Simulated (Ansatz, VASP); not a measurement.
Two plane-wave programs on Co

```
Co
1.0
     2.45696    0.00000    0.00000
     0.00000    2.45696    0.00000
     0.00000    0.00000    3.47278
Co
2
Direct
  0.00000 0.00000 0.00000
  0.50000 0.50000 0.50000
```

Alike in both runs: task single point; functional revPBE; k mesh 14 × 14 × 10; occupations fermi-dirac, width 0.05 eV; collinear spin.

|  | VASP | Ansatz |
| --- | --- | --- |
| version | VASP 6.6.1 | Ansatz 0.2.0 |
| potentials or method | VASP PAW PBE potentials, release 64 (Co), cutoff 520 eV | plane waves (420 eV) with PAW, scalar-relativistic |
| valence electrons in the cell | 18 | 34 |

Ansatz gave:

| Item | Value |
| --- | --- |
| pressure (GPa) | 13.7 |
| traceless stress, the component that is largest in VASP (GPa) | 0.01 |
| net moment per atom (μB) | 1.62 |
| size of the moment on the site where the two differ most (μB) | 1.69 |

Which values does VASP return?

Pressure (GPa): 12.7; traceless stress, the component that is largest in VASP (GPa): 0.07; net moment per atom (μB): 1.61; size of the moment on the site where the two differ most (μB): 1.63.

VASP's potentials were made for PBE, not for revPBE. Site moments also hang on the region over which each program counts them. With one functional, cell and mesh, what is left measures potentials, basis and numerics. VASP's potentials hold 18 valence electrons a cell and Ansatz's 34, so a difference there can come from the potentials and not from the codes.
